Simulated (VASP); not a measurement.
The system is BN.

```xyz
2
Lattice="2.5080 0.0000 0.0000 -1.2467 2.1762 0.0000 -0.6307 -1.0881 3.0225" Properties=species:S:1:pos:R:3 pbc="T T T"
B     1.2297    2.1384    0.0055
N     0.6410   -0.3484    2.9772
```

Program: VASP 6.6.1. Alike in all runs: task single point; no spin polarisation; cell as given.

Task: Order these runs on this cell by their pressure, lowest first.
A. level RPBE; potentials or basis VASP PAW PBE potentials, release 64 (B, N); k mesh 4 × 4 × 4; cutoff (eV) 600; smearing gaussian 0.1 eV
B. level PBE; potentials or basis VASP PAW PBE potentials, release 64 (B, N); k mesh 2 × 2 × 6, shifted; cutoff (eV) 600; smearing tetrahedron
C. level LDA; potentials or basis VASP PAW LDA potentials, release 64 (B, N); k mesh 4 × 4 × 3; cutoff (eV) 600; smearing gaussian 0.1 eV
D. level PBE; potentials or basis VASP PAW PBE potentials, release 64 (B, N); k mesh 8 × 8 × 8; cutoff (eV) 520; smearing gaussian 0.1 eV

Result: C (-3.7 GPa), B (3.0 GPa), D (5.0 GPa), A (9.1 GPa).

Caveats: some runs use coarse meshes; the PAW data sets were made with another functional, which shifts forces and pressure a little (some runs).
